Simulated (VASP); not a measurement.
# CoSi (P2_13) in VASP: further runs

Runs on CoSi. Level: PBEsol. Tasks: single point.

Program: VASP 6.6.1. These are calculated values, not measurements. Logs are shortened: lines on timing, memory, paths and dates and some standing lists are left out, and cuts for length are marked.

**1. The cell of the first run**

The structure is cubic, space group P2_13 (No. 198). Conventional cell: a = 4.429 Å, b = 4.429 Å, c = 4.429 Å, α = 90.00°, β = 90.00°, γ = 90.00°. Co (site symmetry 3) has 7 Si at 2.31 to 2.44 Å and 6 Co at 2.72 Å within 3.1 Å. Within 3.1 Å of Si (site symmetry 3) lie 7 Co at 2.31 to 2.44 Å and 6 Si at 2.74 Å.

**2. Single point, PBEsol (10.86 Å³/atom)**

INCAR

```
PREC     = Accurate       # precision mode
ENCUT    = 520            # plane-wave cutoff, eV
EDIFF    = 1E-7           # SCF threshold, eV
ISMEAR   = 0              # smearing method
SIGMA    = 0.1            # smearing width, eV
LREAL    = F              # projectors in reciprocal space
LASPH    = T              # aspherical terms in the spheres
NELM     = 100            # most SCF steps
ALGO     = Normal         # electronic algorithm
ISIF     = 2              # what is computed and relaxed
LWAVE    = F              # write WAVECAR
LCHARG   = F              # write CHGCAR
GGA      = PS             # functional
NBANDS   = 36             # bands
```

KPOINTS

```
regular mesh
0
Gamma
  8 8 8
```

POSCAR

```
CoSi
1.0
    4.4292523543      0.0000000000      0.0000000000
    0.0000000000      4.4292523543      0.0000000000
    0.0000000000      0.0000000000      4.4292523543
Co Si
4 4
Direct
    0.1444903354      0.1444903354      0.1444903354
    0.3555096646      0.8555096646      0.6444903354
    0.6444903354      0.3555096646      0.8555096646
    0.8555096646      0.6444903354      0.3555096646
    0.8429158211      0.8429158211      0.8429158211
    0.6570841789      0.1570841789      0.3429158211
    0.3429158211      0.6570841789      0.1570841789
    0.1570841789      0.3429158211      0.6570841789
```

Potentials or basis: VASP PAW PBE potentials, release 64 (Co, Si).

On the command line:

```console
$ cat potpaw_PBE.64/Co/POTCAR potpaw_PBE.64/Si/POTCAR > POTCAR
$ mpirun -np 1 vasp_std > vasp.out
```

OUTCAR:

```text
PREC = Accurate
   ENCUT = 520
   EDIFF = 1E-7
   ISMEAR = 0
   LREAL = F
   LASPH = T
   NELM = 100
   ISIF = 2
   GGA = PS

 ion  position               nearest neighbor table
   1  0.144  0.144  0.144-   5 2.31   6 2.33   7 2.33   8 2.33   7 2.44   8 2.44   6 2.44   3 2.72
                             4 2.72   2 2.72   2 2.72   4 2.72   3 2.72
   2  0.356  0.856  0.644-   6 2.31   5 2.33   7 2.33   8 2.33   7 2.44   8 2.44   5 2.44   1 2.72
                             1 2.72   3 2.72   3 2.72   4 2.72   4 2.72
   3  0.644  0.356  0.856-   7 2.31   6 2.33   5 2.33   8 2.33   8 2.44   6 2.44   5 2.44   1 2.72
                             4 2.72   2 2.72   2 2.72   4 2.72   1 2.72
   4  0.856  0.644  0.356-   8 2.31   6 2.33   7 2.33   5 2.33   6 2.44   5 2.44   7 2.44   1 2.72
                             3 2.72   2 2.72   1 2.72   2 2.72   3 2.72
   5  0.843  0.843  0.843-   1 2.31   2 2.33   3 2.33   4 2.33   3 2.44   4 2.44   2 2.44   6 2.74
                             7 2.74   8 2.74   6 2.74   8 2.74   7 2.74
   6  0.657  0.157  0.343-   2 2.31   1 2.33   3 2.33   4 2.33   3 2.44   4 2.44   1 2.44   8 2.74
                             5 2.74   5 2.74   7 2.74   7 2.74   8 2.74
   7  0.343  0.657  0.157-   3 2.31   2 2.33   1 2.33   4 2.33   4 2.44   2 2.44   1 2.44   8 2.74
                             5 2.74   8 2.74   6 2.74   6 2.74   5 2.74
   8  0.157  0.343  0.657-   4 2.31   2 2.33   3 2.33   1 2.33   2 2.44   1 2.44   3 2.44   7 2.74
                             5 2.74   7 2.74   5 2.74   6 2.74   6 2.74

  LATTYP: Found a simple cubic cell.
 ALAT       =     4.4292523543

  Lattice vectors:

 A1 = (   4.4292523543,   0.0000000000,   0.0000000000)
 A2 = (   0.0000000000,   4.4292523543,   0.0000000000)
 A3 = (   0.0000000000,   0.0000000000,   4.4292523543)

Analysis of symmetry for initial positions (statically):
=====================================================================
 Subroutine PRICEL returns:
 Original cell was already a primitive cell.

 Routine SETGRP: Setting up the symmetry group for a
 simple cubic supercell.

 Subroutine GETGRP returns: Found 12 space group operations
 (whereof  3 operations were pure point group operations)
 out of a pool of 48 trial point group operations.

The static configuration has the point symmetry C_3 .
 The point group associated with its full space group is T   .

Analysis of symmetry for dynamics (positions and initial velocities):
=====================================================================
 Subroutine PRICEL returns:
 Original cell was already a primitive cell.

 Routine SETGRP: Setting up the symmetry group for a
 simple cubic supercell.

 Subroutine GETGRP returns: Found 12 space group operations
 (whereof  3 operations were pure point group operations)
 out of a pool of 48 trial point group operations.

The dynamic configuration has the point symmetry C_3 .
 The point group associated with its full space group is T   .

 Subroutine INISYM returns: Found 12 space group operations
 (whereof  3 operations are pure point group operations),
 and found     1 'primitive' translations

----------------------------------------------------------------------------------------

                                     Primitive cell

  volume of cell :      86.8943

  direct lattice vectors                    reciprocal lattice vectors
     4.429252354  0.000000000  0.000000000     0.225771738  0.000000000  0.000000000
     0.000000000  4.429252354  0.000000000     0.000000000  0.225771738  0.000000000
     0.000000000  0.000000000  4.429252354     0.000000000  0.000000000  0.225771738

  length of vectors
     4.429252354  4.429252354  4.429252354     0.225771738  0.225771738  0.225771738

  position of ions in fractional coordinates (direct lattice)
     0.144490335  0.144490335  0.144490335
     0.355509665  0.855509665  0.644490335
     0.644490335  0.355509665  0.855509665
     0.855509665  0.644490335  0.355509665
     0.842915821  0.842915821  0.842915821
     0.657084179  0.157084179  0.342915821
     0.342915821  0.657084179  0.157084179
     0.157084179  0.342915821  0.657084179

  ion indices of the primitive-cell ions
   primitive index   ion index
                 1           1
                 2           2
                 3           3
                 4           4
                 5           5
                 6           6
                 7           7
                 8           8

----------------------------------------------------------------------------------------

 KPOINTS: regular mesh

Automatic generation of k-mesh.
 Grid dimensions read from file:
 generate k-points for:    8    8    8

 Generating k-lattice:

  Cartesian coordinates                     Fractional coordinates (reciprocal lattice)
     0.028221467  0.000000000  0.000000000     0.125000000  0.000000000  0.000000000
     0.000000000  0.028221467  0.000000000     0.000000000  0.125000000  0.000000000
     0.000000000  0.000000000  0.028221467     0.000000000  0.000000000  0.125000000

  Length of vectors
     0.028221467  0.028221467  0.028221467

  Shift w.r.t. Gamma in fractional coordinates (k-lattice)
     0.000000000  0.000000000  0.000000000

 Subroutine IBZKPT returns following result:
 ===========================================

 Found     45 irreducible k-points:

 Following reciprocal coordinates:
            Coordinates               Weight
  0.000000  0.000000  0.000000      1.000000
  0.125000  0.000000  0.000000      6.000000
  0.250000  0.000000  0.000000      6.000000
  0.375000  0.000000  0.000000      6.000000
  0.500000  0.000000  0.000000      3.000000
  0.125000  0.125000  0.000000     12.000000
[... 16 lines left out ...]
  0.250000  0.125000  0.125000     24.000000
  0.375000  0.125000  0.125000     24.000000
 [... further k-points ...]
   k-points           NKPTS =     45   k-points in BZ     NKDIM =     45   number of bands    NBANDS=     36
   number of dos      NEDOS =    301   number of ions     NIONS =      8
   total plane-waves  NPLWV =  46656
   dimension x,y,z NGX =    36 NGY =   36 NGZ =   36
   dimension x,y,z NGXF=    72 NGYF=   72 NGZF=   72
   ions per type =               4   4
   NGX,Y,Z   is equivalent  to a cutoff of  13.51, 13.51, 13.51 a.u.
   NGXF,Y,Z  is equivalent  to a cutoff of  27.02, 27.02, 27.02 a.u.
 SYSTEM =  unknown system
   PREC   = accura    normal or accurate (medium, high low for compatibility)
   ISTART =      0    job   : 0-new  1-cont  2-samecut
   ICHARG =      2    charge: 1-file 2-atom 10-const
   ISPIN  =      1    spin polarized calculation?
   LNONCOLLINEAR =      F non collinear calculations
   LSORBIT =      F    spin-orbit coupling
   LASPH  =      T    aspherical Exc in radial PAW
   ENCUT  =  520.0 eV  38.22 Ry    6.18 a.u.   8.24  8.24  8.24*2*pi/ulx,y,z
   NELM   =    100;   NELMIN=  2; NELMDL= -5     # of ELM steps
   EDIFF  = 0.1E-06   stopping-criterion for ELM
   LREAL  =      F    real-space projection
   EDIFFG = 0.1E-05   stopping-criterion for IOM
   NSW    =      0    number of steps for IOM
   IBRION =     -1    ionic relax: 0-MD 1-quasi-New 2-CG
   NFREE  =      0    steps in history (QN), initial steepest desc. (CG)
   ISIF   =      2    stress and relaxation
   ISYM   =      2    0-nonsym 1-usesym 2-fastsym
   POTIM  = 0.5000    time-step for ionic-motion
   TEBEG  =    0.0;   TEEND  =   0.0 temperature during run
   PSTRESS=    0.0 pullay stress
   NELECT =      52.0000    total number of electrons
   NUPDOWN=      -1.0000    fix difference up-down
   EMIN   =  10.00;   EMAX   =-10.00  energy-range for DOS
   EFERMI =   0.00;   METHOD = LEGACY
   ISMEAR =     0;   SIGMA  =   0.10  broadening in eV -4-tet -1-fermi 0-gaus
   EFERMI_NEDOS =   21; number of points for ismear=-14 and -15
   IALGO  =     38    algorithm
   IMIX   =      4    mixing-type and parameters
     AMIX     =   0.40;   BMIX     =  1.00
     AMIX_MAG =   1.60;   BMIX_MAG =  1.00
  volume/ion in A,a.u.               =      10.86        73.30
  Fermi-wavevector in a.u.,A,eV,Ry     =   1.379576  2.607020 25.895002  1.903229
  Thomas-Fermi vector in A             =   2.504532
   LORBIT       =      0    0 simple, 1 ext, 2 COOP (PROOUT), +10 PAW based schemes
   GGA     = PS    functional components
   LHFCALC =     F    Hartree Fock is set to
   AEXX    =    0.0000 exact exchange contribution
   IVDW    =     0    specifies the selected vdW correction
   LEPSILON=     F    determine dielectric tensor
   LRPA    =     F    only Hartree local field effects (RPA)
 non-spin polarized calculation
 Gauss-broadening in eV      SIGMA  =   0.10
  energy-cutoff  :      520.00
  volume of cell :       86.89
 maximum number of plane-waves:      2360
 NGX is ok and might be reduce to    36
   NGX = 17   NGY = 17   NGZ = 17

 number of electron      52.0000004 magnetization

 Free energy of the ion-electron system (eV)
  ---------------------------------------------------
  ext. energy  EPLUGINS =         0.00000000
  ---------------------------------------------------
  free energy    TOTEN  =       -59.77551351 eV

  energy without entropy =      -59.76865732  energy(sigma->0) =      -59.77208542

 E-fermi :  12.0281     XC(G=0): -12.9785

 val. band max:       12.0076000732   @ k =   0.5000   0.5000   0.3750
 cond. band min:      12.1473763738   @ k =   0.5000   0.3750   0.3750
 fundamental gap:      0.1397763007
 Fermi energy:        12.0281010885

 k-point     1 :       0.0000    0.0000    0.0000
  band No.  band energies     occupation
      1      -1.6634      2.00000
      2       3.8450      2.00000
      3       3.8450      2.00000
      4       3.8450      2.00000
      5       6.5181      2.00000
      6       6.5181      2.00000
[... 28 lines left out ...]
     35      15.6003      0.00000
     36      16.8698      0.00000

 k-point     2 :       0.1250    0.0000    0.0000
  band No.  band energies     occupation
      1      -1.5468      2.00000
      2       3.0508      2.00000
      3       3.9190      2.00000
      4       4.4136      2.00000
      5       6.0826      2.00000
      6       6.5885      2.00000
[... 28 lines left out ...]
     35      16.0187      0.00000
     36      17.3138      0.00000

 k-point     3 :       0.2500    0.0000    0.0000
  band No.  band energies     occupation
      1      -1.2004      2.00000
      2       2.0662      2.00000
      3       4.1351      2.00000
      4       4.8652      2.00000
      5       5.8865      2.00000
      6       6.7437      2.00000
[... 28 lines left out ...]
     35      16.6900      0.00000
     36      17.4032      0.00000
[... 742 lines left out ...]
 k-point    23 :       0.2500    0.1250    0.1250
  band No.  band energies     occupation
      1      -0.9722      2.00000
      2       2.1719      2.00000
      3       3.5063      2.00000
      4       4.7539      2.00000
      5       5.9443      2.00000
      6       6.6154      2.00000
[... 28 lines left out ...]
     35      16.5441      0.00000
     36      17.1152      0.00000

 k-point    24 :       0.3750    0.1250    0.1250
  band No.  band energies     occupation
      1      -0.4136      2.00000
      2       1.2346      2.00000
      3       3.8691      2.00000
      4       4.8078      2.00000
      5       5.6545      2.00000
      6       6.3924      2.00000
[... 28 lines left out ...]
     35      16.8484      0.00000
     36      17.6736      0.00000

 [... further k-points ...]

------------------------ aborting loop because EDIFF is reached ----------------------------------------

  FORCE on cell =-STRESS in cart. coord.  units (eV):
  Direction    XX          YY          ZZ          XY          YZ          ZX
  --------------------------------------------------------------------------------------
  -------------------------------------------------------------------------------------
  Total       -3.5151173     -3.5151173     -3.5151173      0.0000000      0.0000000      0.0000000
  in kB      -64.8125533    -64.8125533    -64.8125533      0.0000000      0.0000000      0.0000000
  external PRESSURE =     -64.8125533 kB  Pullay stress =       0.0000000 kB

 VOLUME and BASIS-vectors are now :
 -----------------------------------------------------------------------------
  energy-cutoff  :      520.00
  volume of cell :       86.89
      direct lattice vectors                 reciprocal lattice vectors
     4.429252354  0.000000000  0.000000000     0.225771738  0.000000000  0.000000000
     0.000000000  4.429252354  0.000000000     0.000000000  0.225771738  0.000000000
     0.000000000  0.000000000  4.429252354     0.000000000  0.000000000  0.225771738

 POSITION                                       TOTAL-FORCE (eV/Angst)
 -----------------------------------------------------------------------------------
      0.63998      0.63998      0.63998         0.006393      0.006393      0.006393
      1.57464      3.78927      2.85461        -0.006393     -0.006393      0.006393
      2.85461      1.57464      3.78927         0.006393     -0.006393     -0.006393
      3.78927      2.85461      1.57464        -0.006393      0.006393     -0.006393
      3.73349      3.73349      3.73349        -0.001397     -0.001397     -0.001397
      2.91039      0.69577      1.51886         0.001397      0.001397     -0.001397
      1.51886      2.91039      0.69577        -0.001397      0.001397      0.001397
      0.69577      1.51886      2.91039         0.001397     -0.001397      0.001397
 -----------------------------------------------------------------------------------
    total drift:                               -0.000000      0.000000      0.000000

  FREE ENERGIE OF THE ION-ELECTRON SYSTEM (eV)
  ---------------------------------------------------
  free  energy   TOTEN  =       -59.7755135142 eV

  energy  without entropy=      -59.7686573250  energy(sigma->0) =      -59.77208542
```

It took 4.7 min on 1 thread of Intel Xeon 8259CL, shared host; peak memory 0.27 GiB.

What came out:

```yaml
Free_energy: -59.7755 eV
Pressure: -6.5 GPa
Largest_force: 0.011 eV/Å
Band_gap_on_the_k_mesh: zero (bands 26 and 27 overlap by 0.22 eV)
```

Forces on the atoms (eV/Å):
```
Co   0.006  0.006  0.006
Co  -0.006 -0.006  0.006
Co   0.006 -0.006 -0.006
Co  -0.006  0.006 -0.006
Si  -0.001 -0.001 -0.001
Si   0.001  0.001 -0.001
Si  -0.001  0.001  0.001
Si   0.001 -0.001  0.001
```

Levels at points of the mesh, in eV from the Fermi level:
| k point | band 24 | band 25 | band 26 | band 27 | band 28 | band 29 |
| --- | --- | --- | --- | --- | --- | --- |
| (0.00, 0.00, 0.00) | -0.79 | -0.02 | -0.02 | -0.02 | 2.50 | 2.50 |
| (0.50, 0.00, 0.00) | -0.67 | -0.50 | -0.50 | 0.99 | 0.99 | 1.49 |
| (0.50, 0.50, 0.00) | -1.02 | -0.05 | -0.05 | 0.57 | 0.57 | 2.00 |
| (0.50, 0.50, 0.50) | -1.24 | -0.24 | -0.24 | -0.24 | -0.24 | 5.40 |

Caveat: the cell stands under tension; the PAW data sets were made with another functional, which shifts forces and pressure a little. Spin polarisation is off, so any magnetic state and its effect on volume and gap are missing.

**3. Single point, PBEsol (11.18 Å³/atom)**

This run uses another cell than the first one, of 11.18 Å³/atom.

INCAR

```
SYSTEM = CoSi
ALGO = Normal
EDIFF = 1E-6
ENCUT = 520
GGA = PS
ISIF = 2
ISMEAR = 0
LASPH = .TRUE.
LCHARG = .TRUE.
LELF = .TRUE.
LREAL = .FALSE.
LVHAR = .TRUE.
LWAVE = .FALSE.
NBANDS = 36
NELM = 100
PREC = Accurate
SIGMA = 0.1
```

KPOINTS

```
k-points
0
G
  8 8 8
  0 0 0
```

POSCAR

```
CoSi
1.0
    4.4718439320      0.0000000000      0.0000000000
    0.0000000000      4.4718439320      0.0000000000
    0.0000000000      0.0000000000      4.4718439320
Co Si
4 4
Direct
    0.1429957159      0.1429957159      0.1429957159
    0.3570042841      0.8570042841      0.6429957159
    0.6429957159      0.3570042841      0.8570042841
    0.8570042841      0.6429957159      0.3570042841
    0.8424401135      0.8424401135      0.8424401135
    0.6575598865      0.1575598865      0.3424401135
    0.3424401135      0.6575598865      0.1575598865
    0.1575598865      0.3424401135      0.6575598865
```

Potentials or basis: VASP PAW PBE potentials, release 64 (Co, Si).

On the command line:

```console
$ cat potpaw_PBE.64/Co/POTCAR potpaw_PBE.64/Si/POTCAR > POTCAR
$ mpirun -np 1 vasp_std > vasp.out
```

Run time: 4.7 min. Hardware: 1 thread of Intel Xeon 8259CL, shared host; peak memory 0.27 GiB.

It converged, with:

| Property | Result |
| --- | --- |
| Free energy | -59.6274 eV |
| Pressure | -12.0 GPa |
| Largest force | 0.014 eV/Å |
| Band gap on the k mesh | zero (bands 26 and 27 overlap by 0.21 eV) |

Forces on the atoms (eV/Å):
```
Co   0.008  0.008  0.008
Co  -0.008 -0.008  0.008
Co   0.008 -0.008 -0.008
Co  -0.008  0.008 -0.008
Si  -0.003 -0.003 -0.003
Si   0.003  0.003 -0.003
Si  -0.003  0.003  0.003
Si   0.003 -0.003  0.003
```

Levels at points of the mesh, in eV from the Fermi level:
```
           k point  band 22  band 23  band 24  band 25  band 26  band 27  band 28  band 29  band 30  band 31
(0.00, 0.00, 0.00)    -0.89    -0.76    -0.76    -0.02    -0.02    -0.02     2.37     2.37     2.37     2.84
(0.50, 0.00, 0.00)    -1.02    -0.65    -0.65    -0.48    -0.48     0.96     0.96     1.39     1.39     4.17
(0.50, 0.50, 0.00)    -1.46    -0.98    -0.98    -0.05    -0.05     0.54     0.54     1.89     1.89     2.40
(0.50, 0.50, 0.50)    -1.19    -1.19    -1.19    -0.23    -0.23    -0.23    -0.23     5.20     5.20     5.20
```

Caveat: the cell stands under tension; the PAW data sets were made with another functional, which shifts forces and pressure a little. Spin polarisation is off, so any magnetic state and its effect on volume and gap are missing.

The gap in the log of VASP goes by the Fermi energy; the results here count the filled bands.